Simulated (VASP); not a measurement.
AsHF:

```
H As F
1.0
     2.28512    0.00000    0.00000
     0.00000    4.30852    0.00000
     0.00000    0.00000    4.88406
H As F
1 1 1
Direct
  0.00000 0.00000 0.00000
  0.00000 0.50000 0.50000
  0.00000 0.00000 0.50000
```

The cell was generated, and may not be a known phase.

- Program: VASP 6.6.1
- Task: relaxation of cell and atoms
- Functional: PBE
- Potentials or basis: VASP PAW PBE potentials, release 64 (H, As_d, F)
- Cutoff: 700 eV
- k mesh: 8 × 4 × 4
- Occupations: gaussian, width 0.1 eV
- Spin: no spin polarisation

At the start: pressure 4.5 GPa; volume 16.03 Å³/atom.

Q: Where does the relaxation end?

A: Over 12 steps the energy falls by 128.5 meV/atom and the volume is 16.89 Å³/atom (+5.4 %); space group Pmmm (No. 47, to 0.1 Å) before and after.

Step by step:
| step | energy change (eV) | largest force (eV/Å) | pressure (GPa) | volume (Å³) |
| --- | --- | --- | --- | --- |
| 1 | 0.0000 | 0.0000 | 4.46 | 48.09 |
| 2 | -0.3744 | 0.0000 | -1.51 | 50.92 |
| 3 | -0.3751 | 0.0000 | -1.38 | 50.72 |
| 4 | -0.3752 | 0.0000 | -1.41 | 50.77 |
| 5 | -0.3822 | 0.0000 | 0.46 | 49.77 |
| 6 | -0.3829 | 0.0000 | 0.07 | 49.99 |
| 7 | -0.3829 | 0.0000 | 0.00 | 50.01 |
| 8 | -0.3837 | 0.0000 | 0.10 | 50.00 |
| 9 | -0.3839 | 0.0000 | 0.25 | 49.99 |
| 10 | -0.3839 | 0.0000 | 0.20 | 49.99 |
| 11 | -0.3844 | 0.0000 | 0.20 | 50.16 |
| 12 | -0.3855 | 0.0000 | 0.19 | 50.67 |

Final structure:
```
CELL_PARAMETERS angstrom
2.50443 0.00000 0.00000
0.00000 4.05513 0.00000
0.00000 0.00000 4.98889
ATOMIC_POSITIONS crystal
H 0.00000 0.00000 0.00000
As 0.00000 0.50000 0.50000
F 0.00000 0.00000 0.50000
```

Caveat: the k points lie up to 0.39 Å⁻¹ apart in the final cell, too coarse for converged energies and pressures of a metal; an odd number of electrons without spin polarisation forces a metal; a magnetic or distorted state may lie lower.
